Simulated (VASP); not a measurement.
# Nb (Fd-3m) in VASP: a series of runs

Nb is run at these levels: PBE; tasks: single point.

Everything below comes from runs of VASP 6.6.1. Logs are shortened: lines on timing, memory, paths and dates and some standing lists are left out, and cuts for length are marked.

### 1 The cell of the first run

Symmetry: Fd-3m, No. 227, cubic system. Conventional cell: a = 5.487 Å, b = 5.487 Å, c = 5.487 Å, α = 90.00°, β = 90.00°, γ = 90.00°. Nb (site symmetry -43m) has 4 Nb at 2.38 Å within 3.1 Å.

### 2 Single point, PBE (volume scaled by 0.8)

File INCAR:

```
SYSTEM = Nb
  ALGO = Normal
  EDIFF = 1E-7
  ENCUT = 520
  GGA = PE
  ISIF = 2
  ISMEAR = -1
  LASPH = .TRUE.
  LCHARG = .TRUE.
  LELF = .TRUE.
  LREAL = .FALSE.
  LVHAR = .TRUE.
  LWAVE = .FALSE.
  NBANDS = 20
  NELM = 60
  PREC = Accurate
  SIGMA = 0.08
```

File KPOINTS:

```
k-points
0
G
  13 13 13
  0 0 0
```

File POSCAR:

```
Nb
1.0
    0.0000000000      2.7435309098      2.7435309098
    2.7435309098      0.0000000000      2.7435309098
    2.7435309098      2.7435309098      0.0000000000
Nb
2
Direct
   -0.1250000000     -0.1250000000     -0.1250000000
    0.1250000000      0.1250000000      0.1250000000
```

Potentials or basis: VASP PAW PBE potentials, release 64 (Nb_sv).

Started as:

```
> cat potpaw_PBE.64/Nb_sv/POTCAR > POTCAR
> mpirun -np 1 vasp_std > vasp.out
```

OUTCAR:

```text
SYSTEM = Nb
   EDIFF = 1E-7
   ENCUT = 520
   GGA = PE
   ISIF = 2
   ISMEAR = -1
   LASPH = .TRUE.
   LREAL = .FALSE.
   NELM = 60
   PREC = Accurate

 ion  position               nearest neighbor table
   1  0.875  0.875  0.875-   2 2.38   2 2.38   2 2.38   2 2.38
   2  0.125  0.125  0.125-   1 2.38   1 2.38   1 2.38   1 2.38

  LATTYP: Found a face centered cubic cell.
 ALAT       =     5.4870618196

  Lattice vectors:

 A1 = (   0.0000000000,   2.7435309098,   2.7435309098)
 A2 = (   2.7435309098,   0.0000000000,   2.7435309098)
 A3 = (   2.7435309098,   2.7435309098,   0.0000000000)

Analysis of symmetry for initial positions (statically):
=====================================================================
 Subroutine PRICEL returns:
 Original cell was already a primitive cell.

 Routine SETGRP: Setting up the symmetry group for a
 face centered cubic supercell.

 Subroutine GETGRP returns: Found 48 space group operations
 (whereof 12 operations were pure point group operations)
 out of a pool of 48 trial point group operations.

The static configuration has the point symmetry D_3d.
 The point group associated with its full space group is O_h .

Analysis of symmetry for dynamics (positions and initial velocities):
=====================================================================
 Subroutine PRICEL returns:
 Original cell was already a primitive cell.

 Routine SETGRP: Setting up the symmetry group for a
 face centered cubic supercell.

 Subroutine GETGRP returns: Found 48 space group operations
 (whereof 12 operations were pure point group operations)
 out of a pool of 48 trial point group operations.

The dynamic configuration has the point symmetry D_3d.
 The point group associated with its full space group is O_h .

 Subroutine INISYM returns: Found 48 space group operations
 (whereof 12 operations are pure point group operations),
 and found     1 'primitive' translations

----------------------------------------------------------------------------------------

                                     Primitive cell

  volume of cell :      41.3009

  direct lattice vectors                    reciprocal lattice vectors
     0.000000000  2.743530910  2.743530910    -0.182246899  0.182246899  0.182246899
     2.743530910  0.000000000  2.743530910     0.182246899 -0.182246899  0.182246899
     2.743530910  2.743530910  0.000000000     0.182246899  0.182246899 -0.182246899

  length of vectors
     3.879938621  3.879938621  3.879938621     0.315660888  0.315660888  0.315660888

[... 73 lines left out ...]
   ICHARG =      2    charge: 1-file 2-atom 10-const
   ISPIN  =      1    spin polarized calculation?
   LNONCOLLINEAR =      F non collinear calculations
   LSORBIT =      F    spin-orbit coupling
   LASPH  =      T    aspherical Exc in radial PAW
   ENCUT  =  520.0 eV  38.22 Ry    6.18 a.u.   7.21  7.21  7.21*2*pi/ulx,y,z
   NELM   =     60;   NELMIN=  2; NELMDL= -5     # of ELM steps
   EDIFF  = 0.1E-06   stopping-criterion for ELM
   LREAL  =      F    real-space projection
   EDIFFG = 0.1E-05   stopping-criterion for IOM
   NSW    =      0    number of steps for IOM
   IBRION =     -1    ionic relax: 0-MD 1-quasi-New 2-CG
   NFREE  =      0    steps in history (QN), initial steepest desc. (CG)
   ISIF   =      2    stress and relaxation
   ISYM   =      2    0-nonsym 1-usesym 2-fastsym
   POTIM  = 0.5000    time-step for ionic-motion
   TEBEG  =    0.0;   TEEND  =   0.0 temperature during run
   PSTRESS=    0.0 pullay stress
   NELECT =      26.0000    total number of electrons
   NUPDOWN=      -1.0000    fix difference up-down
   EMIN   =  10.00;   EMAX   =-10.00  energy-range for DOS
   EFERMI =   0.00;   METHOD = LEGACY
   ISMEAR =    -1;   SIGMA  =   0.08  broadening in eV -4-tet -1-fermi 0-gaus
   EFERMI_NEDOS =   21; number of points for ismear=-14 and -15
   IALGO  =     38    algorithm
   IMIX   =      4    mixing-type and parameters
     AMIX     =   0.40;   BMIX     =  1.00
     AMIX_MAG =   1.60;   BMIX_MAG =  1.00
  volume/ion in A,a.u.               =      20.65       139.36
  Fermi-wavevector in a.u.,A,eV,Ry     =   1.403070  2.651418 26.784513  1.968606
  Thomas-Fermi vector in A             =   2.525769
   LORBIT       =      0    0 simple, 1 ext, 2 COOP (PROOUT), +10 PAW based schemes
   GGA     = PE    functional components
   LHFCALC =     F    Hartree Fock is set to
   AEXX    =    0.0000 exact exchange contribution
   IVDW    =     0    specifies the selected vdW correction
   LEPSILON=     F    determine dielectric tensor
   LRPA    =     F    only Hartree local field effects (RPA)
 non-spin polarized calculation
  energy-cutoff  :      520.00
  volume of cell :       41.30
 maximum number of plane-waves:      1139
 NGX is ok and might be reduce to    30
   NGX = 15   NGY = 15   NGZ = 15

 number of electron      25.9999999 magnetization

 Free energy of the ion-electron system (eV)
  ---------------------------------------------------
  ext. energy  EPLUGINS =         0.00000000
  ---------------------------------------------------
  free energy    TOTEN  =       -14.75859524 eV

  energy without entropy =      -14.70771983  energy(sigma->0) =      -14.73315754

 E-fermi :   9.2957     XC(G=0): -11.3787

 val. band max:        9.2841457526   @ k =  -0.3846   0.3077   0.0769
 cond. band min:       9.3314432493   @ k =  -0.2308   0.3846   0.1538
 fundamental gap:      0.0472974967
 Fermi energy:         9.2956992372

 k-point     1 :       0.0000    0.0000    0.0000
  band No.  band energies     occupation
      1     -45.4943      2.00000
      2     -44.0950      2.00000
      3     -22.0293      2.00000
      4     -22.0293      2.00000
      5     -22.0293      2.00000
      6     -20.1618      2.00000
[... 541 lines left out ...]
     19      15.1955      0.00000
     20      16.1762      0.00000

 [... further k-points ...]
[... 5 lines left out ...]
  --------------------------------------------------------------------------------------
  -------------------------------------------------------------------------------------
  Total        6.0403439      6.0403439      6.0403439      0.0000000      0.0000000     -0.0000000
  in kB      234.3217922    234.3217922    234.3217922      0.0000000      0.0000000     -0.0000000
  external PRESSURE =     234.3217922 kB  Pullay stress =       0.0000000 kB

 VOLUME and BASIS-vectors are now :
 -----------------------------------------------------------------------------
  energy-cutoff  :      520.00
  volume of cell :       41.30
      direct lattice vectors                 reciprocal lattice vectors
     0.000000000  2.743530910  2.743530910    -0.182246899  0.182246899  0.182246899
     2.743530910  0.000000000  2.743530910     0.182246899 -0.182246899  0.182246899
     2.743530910  2.743530910  0.000000000     0.182246899  0.182246899 -0.182246899

 POSITION                                       TOTAL-FORCE (eV/Angst)
 -----------------------------------------------------------------------------------
      4.80118      4.80118      4.80118        -0.000000      0.000000      0.000000
      0.68588      0.68588      0.68588         0.000000     -0.000000     -0.000000
 -----------------------------------------------------------------------------------
    total drift:                               -0.000000      0.000000      0.000000

  FREE ENERGIE OF THE ION-ELECTRON SYSTEM (eV)
  ---------------------------------------------------
  free  energy   TOTEN  =       -14.7585952447 eV

  energy  without entropy=      -14.7077198326  energy(sigma->0) =      -14.73315754
```

Wall time 76 s (1 thread of Intel Xeon 6975P-C, shared host); peak memory 0.2 GiB.

Results:

* Free energy: -14.7586 eV
* Pressure: 23.4 GPa
* Band gap on the k mesh: zero (band 13 reaches 10.46 eV, above the bottom of band 14 at 8.17 eV)

Caveat: the cell differs from its parent crystal (volume scaled by 0.8).

### 3 Single point, PBE (volume scaled by 0.9)

File INCAR:

```
PREC     = Accurate       # precision mode
ENCUT    = 520            # plane-wave cutoff, eV
EDIFF    = 1E-6           # SCF threshold, eV
ISMEAR   = -1             # smearing method
SIGMA    = 0.08           # smearing width, eV
LREAL    = F              # projectors in reciprocal space
LASPH    = T              # aspherical terms in the spheres
NELM     = 100            # most SCF steps
ALGO     = Normal         # electronic algorithm
ISIF     = 2              # what is computed and relaxed
LWAVE    = F              # write WAVECAR
LCHARG   = F              # write CHGCAR
GGA      = PE             # functional
NBANDS   = 20             # bands
```

File KPOINTS:

```
regular mesh
0
Gamma
  13 13 13
```

File POSCAR:

```
Nb
1.0
    0.0000000000      2.8533871317      2.8533871317
    2.8533871317      0.0000000000      2.8533871317
    2.8533871317      2.8533871317      0.0000000000
Nb
2
Direct
   -0.1250000000     -0.1250000000     -0.1250000000
    0.1250000000      0.1250000000      0.1250000000
```

Potentials or basis: VASP PAW PBE potentials, release 64 (Nb_sv).

Started as:

```
> cat potpaw_PBE.64/Nb_sv/POTCAR > POTCAR
> mpirun -np 1 vasp_std > vasp.out
```

Run time: 51 s. Hardware: 1 thread of Intel Xeon 6975P-C, shared host; peak memory 0.21 GiB.

The run converged. Its results:

```
Free energy            : -15.2595 eV
Pressure               : 8.7 GPa
Band gap on the k mesh : zero (band 13 reaches 8.53 eV, above the bottom of band 14 at 6.97 eV)
```

Levels at points of the mesh, in eV from the Fermi level:
| k point | band 11 | band 12 | band 13 | band 14 | band 15 | band 16 |
| --- | --- | --- | --- | --- | --- | --- |
| (0.00, 0.00, 0.00) | -1.78 | -0.59 | -0.59 | -0.59 | 2.11 | 2.11 |

Caveat: the cell differs from its parent crystal (volume scaled by 0.9).

### 4 Single point, PBE

This run uses another cell than the first one, of 25.81 Å³/atom, 1.250 times its volume.

File INCAR:

```
SYSTEM = Nb
PREC = Accurate
ENCUT = 520
EDIFF = 1E-6
ISMEAR = -1
SIGMA = 0.08
LREAL = .FALSE.
LASPH = .TRUE.
NELM = 80
ALGO = Normal
ISIF = 2
LWAVE = .FALSE.
LCHARG = .TRUE.
GGA = PE
LELF = .TRUE.
LVHAR = .TRUE.
NBANDS = 20
```

File KPOINTS:

```
Automatic mesh
0
G
  13 13 13
  0 0 0
```

File POSCAR:

```
Nb
1.0
    0.0000000000      2.9553790826      2.9553790826
    2.9553790826      0.0000000000      2.9553790826
    2.9553790826      2.9553790826      0.0000000000
Nb
2
Direct
   -0.1250000000     -0.1250000000     -0.1250000000
    0.1250000000      0.1250000000      0.1250000000
```

Started as:

```
> cat potpaw_PBE.64/Nb_sv/POTCAR > POTCAR
> mpirun -np 1 vasp_std > vasp.out
```

It took 50 s on 1 thread of Intel Xeon 6975P-C, shared host; peak memory 0.21 GiB.

The run converged. Its results:

```
Free energy            : -15.3906 eV
Pressure               : 0.0 GPa
Band gap on the k mesh : zero (band 13 reaches 7.14 eV, above the bottom of band 14 at 5.99 eV)
```

Levels at points of the mesh, in eV from the Fermi level:
| k point | band 9 | band 10 | band 11 | band 12 | band 13 | band 14 | band 15 | band 16 | band 17 | band 18 |
| --- | --- | --- | --- | --- | --- | --- | --- | --- | --- | --- |
| (0.00, 0.00, 0.00) | -4.42 | -1.43 | -1.43 | -0.53 | -0.53 | -0.53 | 1.91 | 1.91 | 1.91 | 5.22 |

### 5 Single point, PBE, collinear spin, ferromagnetic start

This run uses another cell than the first one, of 15.49 Å³/atom, 0.750 times its volume.

File INCAR:

```
PREC = Accurate
ENCUT = 520
EDIFF = 1E-7
ISMEAR = -1
SIGMA = 0.08
LREAL = F
LASPH = T
NELM = 150
ALGO = Normal
ISIF = 2
LWAVE = F
LCHARG = F
ISPIN = 2
MAGMOM = 4 0.5
LORBIT = 11
LMAXMIX = 4
GGA = PE
NBANDS = 24
```

File KPOINTS:

```
regular mesh
0
Gamma
  13 13 13
```

File POSCAR:

```
Nb
1.0
    0.0000000000      2.4926632566      2.4926632566
    2.4926632566      0.0000000000      2.4926632566
    2.4926632566      2.4926632566      0.0000000000
Nb
2
Direct
   -0.1250000000     -0.1250000000     -0.1250000000
    0.1250000000      0.1250000000      0.1250000000
```

Started as:

```
> cat potpaw_PBE.64/Nb_sv/POTCAR > POTCAR
> mpirun -np 1 vasp_std > vasp.out
```

Run time: 2.3 min. Hardware: 1 thread of Intel Xeon 6975P-C, shared host; peak memory 0.23 GiB.

Results (log left out):

```yaml
Free_energy: -11.3197 eV
Pressure: 99.3 GPa
Band_gap_on_the_k_mesh: zero (filled and empty bands overlap)
Net_moment: 0.00 μB per cell
Valence_electrons_inside_the_program's_atomic_spheres: Nb 11.92
```

Levels at points of the mesh, in eV from the Fermi level:
Spin up:
| k point | band 11 | band 12 | band 13 | band 14 | band 15 | band 16 |
| --- | --- | --- | --- | --- | --- | --- |
| (0.00, 0.00, 0.00) | -3.95 | -1.11 | -1.11 | -1.11 | 3.21 | 3.21 |
Spin down:
| k point | band 10 | band 11 | band 12 | band 13 | band 14 | band 15 | band 16 | band 17 |
| --- | --- | --- | --- | --- | --- | --- | --- | --- |
| (0.00, 0.00, 0.00) | -3.95 | -3.95 | -1.11 | -1.11 | -1.11 | 3.21 | 3.21 | 3.21 |

### 6 Summary

| spin | cell | gap on the mesh (eV) | pressure (GPa) |
| --- | --- | --- | --- |
| off | a = 3.880 Å, angles 60.0°, 2 atoms | none | 23.4 |
| off | a = 4.035 Å, angles 60.0°, 2 atoms | none | 8.7 |
| off | a = 4.180 Å, angles 60.0°, 2 atoms | none | 0.0 |
| collinear, ferromagnetic start | a = 3.525 Å, angles 60.0°, 2 atoms | none | 99.3 |

Alike in all rows: task single point; level PBE; potentials or basis VASP PAW PBE potentials, release 64 (Nb_sv); k mesh 13 × 13 × 13; cutoff (eV) 520; smearing fermi-dirac 0.08 eV.

Absolute energies hang on the potentials; compare differences alone.
